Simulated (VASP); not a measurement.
# LaF5 (P-6m2) in VASP: a series of runs

Runs on LaF5. Level: PBE. Tasks: single point, relaxation of cell and atoms.

All numbers are computed with VASP 6.6.1; they aren't measurements. Logs are shortened: lines on timing, memory, paths and dates and some standing lists are left out, and cuts for length are marked.

## (1) The cell of the first run

The structure is hexagonal, space group P-6m2 (No. 187). The conventional cell has a = 4.350 Å, b = 4.350 Å, c = 5.974 Å, α = 90.00°, β = 90.00°, γ = 120.00°. Within 3.0 Å of La (site symmetry -6m2) lie 8 F at 2.19 to 2.99 Å. Within 2.2 Å of F (site symmetry mm2) lie 2 F at 1.69 Å and 2 La at 2.19 Å. F (site symmetry -6m2) has 3 F at 2.51 Å and 2 La at 2.99 Å within 3.3 Å. F (site symmetry -6m2) has 9 F at 2.51 to 3.36 Å within 3.4 Å.

The cell was generated, and may not be a known phase.

## (2) Single point, PBE

INCAR reads:

```
SYSTEM = LaF5
PREC = Accurate
ENCUT = 520
EDIFF = 1E-6
ISMEAR = 0
SIGMA = 0.1
LREAL = .FALSE.
LASPH = .TRUE.
NELM = 80
ALGO = Normal
ISIF = 2
LWAVE = .FALSE.
LCHARG = .FALSE.
GGA = PE
NBANDS = 32
```

KPOINTS reads:

```
regular mesh
0
G
  6 6 4
  0 0 0
```

POSCAR reads:

```
LaF5
1.0
    4.3499761400      0.0000000000      0.0000000000
   -2.1749880700      3.7671898400      0.0000000000
    0.0000000000      0.0000000000      5.9740641700
La F
1 5
Direct
    0.3333333300      0.6666666700      0.5000000000
    0.8705065800      0.1294934200      0.5000000000
    0.8705065800      0.7410131600      0.5000000000
    0.2589868400      0.1294934200      0.5000000000
    0.3333333300      0.6666666700      0.0000000000
    0.6666666700      0.3333333300      0.0000000000
```

Potentials or basis: VASP PAW PBE potentials, release 64 (La, F).

On the command line:

```
> cat potpaw_PBE.64/La/POTCAR potpaw_PBE.64/F/POTCAR > POTCAR
> mpirun -np 1 vasp_std > vasp.out
```

OUTCAR:

```text
SYSTEM = LaF5
   PREC = Accurate
   ENCUT = 520
   EDIFF = 1E-6
   ISMEAR = 0
   LREAL = .FALSE.
   LASPH = .TRUE.
   NELM = 80
   ISIF = 2
   GGA = PE

 ion  position               nearest neighbor table
   1  0.333  0.667  0.500-   4 2.19   3 2.19   2 2.19   2 2.19   4 2.19   3 2.19
   2  0.871  0.129  0.500-   3 1.69   4 1.69   1 2.19   1 2.19
   3  0.871  0.741  0.500-   2 1.69   4 1.69   1 2.19   1 2.19
   4  0.259  0.129  0.500-   3 1.69   2 1.69   1 2.19   1 2.19
   5  0.333  0.667  0.000-
   6  0.667  0.333  0.000-

  LATTYP: Found a hexagonal cell.
 ALAT       =     4.3499761400
 C/A-ratio  =     1.3733556180

  Lattice vectors:

 A1 = (   4.3499761400,   0.0000000000,   0.0000000000)
 A2 = (  -2.1749880700,   3.7671898400,   0.0000000000)
 A3 = (   0.0000000000,   0.0000000000,   5.9740641700)

Analysis of symmetry for initial positions (statically):
=====================================================================
 Subroutine PRICEL returns:
 Original cell was already a primitive cell.

 Routine SETGRP: Setting up the symmetry group for a
 hexagonal supercell.

 Subroutine GETGRP returns: Found 12 space group operations
 (whereof 12 operations were pure point group operations)
 out of a pool of 24 trial point group operations.

The static configuration has the point symmetry D_3h.

Analysis of symmetry for dynamics (positions and initial velocities):
=====================================================================
 Subroutine PRICEL returns:
 Original cell was already a primitive cell.

 Routine SETGRP: Setting up the symmetry group for a
 hexagonal supercell.

 Subroutine GETGRP returns: Found 12 space group operations
 (whereof 12 operations were pure point group operations)
 out of a pool of 24 trial point group operations.

The dynamic configuration has the point symmetry D_3h.

 Subroutine INISYM returns: Found 12 space group operations
 (whereof 12 operations are pure point group operations),
 and found     1 'primitive' translations

----------------------------------------------------------------------------------------

                                     Primitive cell

  volume of cell :      97.8981

[... 90 lines left out ...]
   ENCUT  =  520.0 eV  38.22 Ry    6.18 a.u.   8.09  8.09 11.11*2*pi/ulx,y,z
   NELM   =     80;   NELMIN=  2; NELMDL= -5     # of ELM steps
   EDIFF  = 0.1E-05   stopping-criterion for ELM
   LREAL  =      F    real-space projection
   EDIFFG = 0.1E-04   stopping-criterion for IOM
   NSW    =      0    number of steps for IOM
   IBRION =     -1    ionic relax: 0-MD 1-quasi-New 2-CG
   NFREE  =      0    steps in history (QN), initial steepest desc. (CG)
   ISIF   =      2    stress and relaxation
   ISYM   =      2    0-nonsym 1-usesym 2-fastsym
   POTIM  = 0.5000    time-step for ionic-motion
   TEBEG  =    0.0;   TEEND  =   0.0 temperature during run
   PSTRESS=    0.0 pullay stress
   NELECT =      46.0000    total number of electrons
   NUPDOWN=      -1.0000    fix difference up-down
   EMIN   =  10.00;   EMAX   =-10.00  energy-range for DOS
   EFERMI =   0.00;   METHOD = LEGACY
   ISMEAR =     0;   SIGMA  =   0.10  broadening in eV -4-tet -1-fermi 0-gaus
   EFERMI_NEDOS =   21; number of points for ismear=-14 and -15
   IALGO  =     38    algorithm
   IMIX   =      4    mixing-type and parameters
     AMIX     =   0.40;   BMIX     =  1.00
     AMIX_MAG =   1.60;   BMIX_MAG =  1.00
  volume/ion in A,a.u.               =      16.32       110.11
  Fermi-wavevector in a.u.,A,eV,Ry     =   1.272729  2.405110 22.039257  1.619840
  Thomas-Fermi vector in A             =   2.405592
   LORBIT       =      0    0 simple, 1 ext, 2 COOP (PROOUT), +10 PAW based schemes
   GGA     = PE    functional components
   LHFCALC =     F    Hartree Fock is set to
   AEXX    =    0.0000 exact exchange contribution
   IVDW    =     0    specifies the selected vdW correction
   LEPSILON=     F    determine dielectric tensor
   LRPA    =     F    only Hartree local field effects (RPA)
 non-spin polarized calculation
 Gauss-broadening in eV      SIGMA  =   0.10
  energy-cutoff  :      520.00
  volume of cell :       97.90
 maximum number of plane-waves:      2650
   NGX = 17   NGY = 17   NGZ = 23

 number of electron      45.9999988 magnetization

 Free energy of the ion-electron system (eV)
  ---------------------------------------------------
  ext. energy  EPLUGINS =         0.00000000
  ---------------------------------------------------
  free energy    TOTEN  =       -21.90879147 eV

  energy without entropy =      -21.85029711  energy(sigma->0) =      -21.87954429

 E-fermi :  -0.0331     XC(G=0):  -8.4624

 val. band max:       -0.0399965872   @ k =   0.1667   0.1667   0.0000
 cond. band min:      -0.0219255452   @ k =   0.0000   0.0000   0.5000
 fundamental gap:      0.0180710420
 Fermi energy:        -0.0330522416

 k-point     1 :       0.0000    0.0000    0.0000
  band No.  band energies     occupation
      1     -30.6403      2.00000
      2     -24.9893      2.00000
      3     -22.2130      2.00000
      4     -22.2130      2.00000
      5     -20.0362      2.00000
      6     -19.2430      2.00000
[... 724 lines left out ...]
     31       5.7513      0.00000
     32       6.8440      0.00000

------------------------ aborting loop because EDIFF is reached ----------------------------------------

  FORCE on cell =-STRESS in cart. coord.  units (eV):
  Direction    XX          YY          ZZ          XY          YZ          ZX
  --------------------------------------------------------------------------------------
  -------------------------------------------------------------------------------------
  Total       31.0326557     31.0326557     -6.5303861      0.0000000      0.0000000      0.0000000
  in kB      507.8731596    507.8731588   -106.8747656      0.0000000      0.0000000      0.0000000
  external PRESSURE =     302.9571843 kB  Pullay stress =       0.0000000 kB

 VOLUME and BASIS-vectors are now :
 -----------------------------------------------------------------------------
  energy-cutoff  :      520.00
  volume of cell :       97.90
      direct lattice vectors                 reciprocal lattice vectors
     4.349976140  0.000000000  0.000000000     0.229886318  0.132724928  0.000000000
    -2.174988070  3.767189840  0.000000000     0.000000000  0.265449856  0.000000000
     0.000000000  0.000000000  5.974064170     0.000000000  0.000000000  0.167390234

 POSITION                                       TOTAL-FORCE (eV/Angst)
 -----------------------------------------------------------------------------------
     -0.00000      2.51146      2.98703         0.000000     -0.000000     -0.000000
      3.50504      0.48783      2.98703       -10.688677      6.171111     -0.000000
      2.17499      2.79154      2.98703         0.000000    -12.342221      0.000000
      0.84494      0.48783      2.98703        10.688677      6.171111     -0.000000
     -0.00000      2.51146      0.00000         0.000000     -0.000000     -0.000000
      2.17499      1.25573      0.00000         0.000000     -0.000000     -0.000000
 -----------------------------------------------------------------------------------
    total drift:                                0.000015     -0.000009      0.000000

  FREE ENERGIE OF THE ION-ELECTRON SYSTEM (eV)
  ---------------------------------------------------
  free  energy   TOTEN  =       -21.9087914711 eV

  energy  without entropy=      -21.8502971066  energy(sigma->0) =      -21.87954429
```

Run time: 2.8 min. Hardware: 1 thread of Intel Xeon 8259CL, shared host; peak memory 0.25 GiB.

Results:

- Free energy: -21.9088 eV
- Pressure: 30.3 GPa
- Largest force: 12.342 eV/Å
- Band gap on the k mesh: zero (bands 23 and 24 overlap by 0.05 eV)

Forces in eV/Å, atoms in the order of the input:
```
La    0.000   0.000   0.000
F   -10.689   6.171   0.000
F     0.000 -12.342   0.000
F    10.689   6.171   0.000
F     0.000   0.000   0.000
F     0.000   0.000   0.000
```

Caveat: the stress differs along the axes, from -11 to 51 GPa; spin-orbit coupling is left out, which moves the levels of the heavy elements; forces of over 1 eV/Å act on the atoms, so gaps and moduli don't describe the material at rest.

## (3) Single point, PBE

This run uses another cell than the first one, of 16.55 Å³/atom.

Edit INCAR of step 2 so:

```diff
@@ -12,4 +12,6 @@
 LWAVE = .FALSE.
-LCHARG = .FALSE.
+LCHARG = .TRUE.
 GGA = PE
+LELF = .TRUE.
+LVHAR = .TRUE.
 NBANDS = 32
```

KPOINTS reads:

```
Automatic mesh
0
G
  6 6 4
  0 0 0
```

POSCAR reads:

```
LaF5
1.0
    4.9459157307      0.0000000000      0.0000000000
   -2.4729578653      4.2832886677      0.0000000000
    0.0000000000      0.0000000000      4.6860832694
La F
1 5
Direct
    0.3333333333      0.6666666667      0.5000000000
    0.8356749274      0.1643250726      0.5000000000
    0.8356749274      0.6713498548      0.5000000000
    0.3286501452      0.1643250726      0.5000000000
    0.3333333333      0.6666666667      0.0000000000
    0.6666666667      0.3333333333      0.0000000000
```

Potentials or basis: VASP PAW PBE potentials, release 64 (La, F).

On the command line:

```
> cat potpaw_PBE.64/La/POTCAR potpaw_PBE.64/F/POTCAR > POTCAR
> mpirun -np 1 vasp_std > vasp.out
```

Run time: 3.9 min. Hardware: 1 thread of Intel Xeon 8259CL, shared host; peak memory 0.27 GiB.

The run converged. Its results:

```yaml
Free_energy: -28.4671 eV
Pressure: -0.4 GPa
Band_gap_on_the_k_mesh: zero (bands 23 and 24 overlap by 0.21 eV)
```

Forces in eV/Å, atoms in the order of the input:
```
La   0.000  0.000  0.000
F   -0.002  0.001  0.000
F    0.000 -0.002  0.000
F    0.002  0.001  0.000
F    0.000  0.000  0.000
F    0.000  0.000  0.000
```

Stress tensor (GPa, compression positive):
```
-0.34  0.00  0.00
 0.00 -0.34  0.00
 0.00  0.00 -0.48
```

Levels at points of the mesh, in eV from the Fermi level:
```tsv
k point	band 21	band 22	band 23	band 24	band 25	band 26
(0.00, 0.00, 0.00)	-0.22	-0.03	0.16	0.16	6.32	6.32
(0.50, 0.00, 0.00)	-0.35	-0.17	0.04	0.05	6.23	6.28
(0.00, 0.00, 0.50)	0.00	0.00	0.14	0.14	6.31	6.31
(0.50, 0.00, 0.50)	-0.26	-0.19	-0.05	-0.01	6.22	6.25
```

Caveat: spin-orbit coupling is left out, which moves the levels of the heavy elements.

## (4) Relaxation of cell and atoms, PBE

INCAR reads:

```
SYSTEM = LaF5
ALGO     = Normal         ! electronic algorithm
EDIFF    = 1E-6           ! SCF threshold, eV
EDIFFG   = -0.04          ! ionic threshold
ENCUT    = 600            ! plane-wave cutoff, eV
GGA      = PE             ! functional
IBRION   = 2              ! ionic algorithm
ISIF     = 3              ! what is computed and relaxed
ISMEAR   = 0              ! smearing method
LASPH    = .TRUE.         ! aspherical terms in the spheres
LCHARG   = .FALSE.        ! write CHGCAR
LREAL    = .FALSE.        ! projectors in reciprocal space
LWAVE    = .FALSE.        ! write WAVECAR
NELM     = 80             ! most SCF steps
NSW      = 90             ! ionic steps
PREC     = Accurate       ! precision mode
SIGMA    = 0.1            ! smearing width, eV
```

KPOINTS reads:

```
k-points
0
G
  6 6 4
  0 0 0
```

POSCAR reads:

```
LaF5
1.0
    4.3499761400      0.0000000000      0.0000000000
   -2.1749880700      3.7671898400      0.0000000000
    0.0000000000      0.0000000000      5.9740641700
La F
1 5
Direct
    0.3333333300      0.6666666700      0.5000000000
    0.8705065800      0.1294934200      0.5000000000
    0.8705065800      0.7410131600      0.5000000000
    0.2589868400      0.1294934200      0.5000000000
    0.3333333300      0.6666666700      0.0000000000
    0.6666666700      0.3333333300      0.0000000000
```

On the command line:

```
> cat potpaw_PBE.64/La/POTCAR potpaw_PBE.64/F/POTCAR > POTCAR
> mpirun -np 1 vasp_std > vasp.out
```

It took 44 min on 1 thread of Intel Xeon 8259CL, shared host; peak memory 0.29 GiB.

Results (log left out):

```
Free energy                           : -28.4540 eV
Relaxed volume                        : 16.34 Å³/atom
Relaxed cell                          : a = 4.921 Å, b = 4.921 Å, c = 4.673 Å, α = 90.00°, β = 90.00°, γ = 120.00°
Space group after relaxing (to 0.1 Å) : P-6m2 (No. 187)
Energy gained by relaxing             : 1089.3 meV/atom
Ionic steps                           : 14
Pressure after relaxing               : 0.2 GPa
Largest force after relaxing          : 0.020 eV/Å
Band gap on the k mesh                : zero (bands 23 and 24 overlap by 0.21 eV)
```

Forces in eV/Å, atoms in the order of the input:
```
La   0.000  0.000  0.000
F   -0.017  0.010  0.000
F    0.000 -0.020  0.000
F    0.017  0.010  0.000
F    0.000  0.000  0.000
F    0.000  0.000  0.000
```

Stress tensor (GPa, compression positive):
```
0.09 0.00 0.00
0.00 0.09 0.00
0.00 0.00 0.31
```

The path:
```
step  energy change (eV)  largest force (eV/Å)  pressure (GPa)  volume (Å³)
   1              0.0000               12.3385           30.25        97.90
   2             -2.6837                3.2163          -10.99       144.75
   3             -5.7183                0.6533           -3.29       117.99
   4             -5.7381                0.5567           -2.86       117.22
   5             -5.7590                0.3032           -1.68       115.34
   6             -5.9407                0.1851           -2.17       112.56
   7             -6.4134                0.0530           -2.06       103.75
   8             -3.6103                0.0645           23.43        83.86
   9             -6.4620                0.0893           -1.68       102.37
  10             -6.5295                0.1476            0.36        97.73
  11             -6.5313                0.1364           -0.22        98.73
  12             -6.5319                0.1399           -0.03        98.38
  13             -6.5351                0.0619            0.09        98.15
  14             -6.5356                0.0196            0.16        98.02
```

Final structure:
```xyz
6
Lattice="4.9214 0.0000 0.0000 -2.4607 4.2621 0.0000 0.0000 0.0000 4.6733" Properties=species:S:1:pos:R:3 pbc="T T T"
La    0.0000    2.8414    2.3366
F     3.7104    0.6992    2.3366
F     2.4607    2.8637    2.3366
F     1.2110    0.6992    2.3366
F     0.0000    2.8414    0.0000
F     2.4607    1.4207    0.0000
```

Levels at points of the mesh, in eV from the Fermi level:
```tsv
k point	band 19	band 20	band 21	band 22	band 23	band 24	band 25	band 26	band 27
(0.00, 0.00, 0.00)	-0.65	-0.22	-0.22	-0.03	0.16	0.16	6.41	6.41	6.50
(0.50, 0.00, 0.00)	-0.96	-0.62	-0.36	-0.18	0.04	0.05	6.32	6.36	6.39
(0.00, 0.00, 0.50)	-1.05	-0.43	0.00	0.00	0.15	0.15	6.40	6.40	6.45
(0.50, 0.00, 0.50)	-0.80	-0.73	-0.27	-0.20	-0.05	-0.01	6.30	6.33	6.34
```

Caveat: a cell axis changed by over 15 % at a fixed basis, so the end point is rough; spin-orbit coupling is left out, which moves the levels of the heavy elements.

(Part 1 of 2 ends here.)
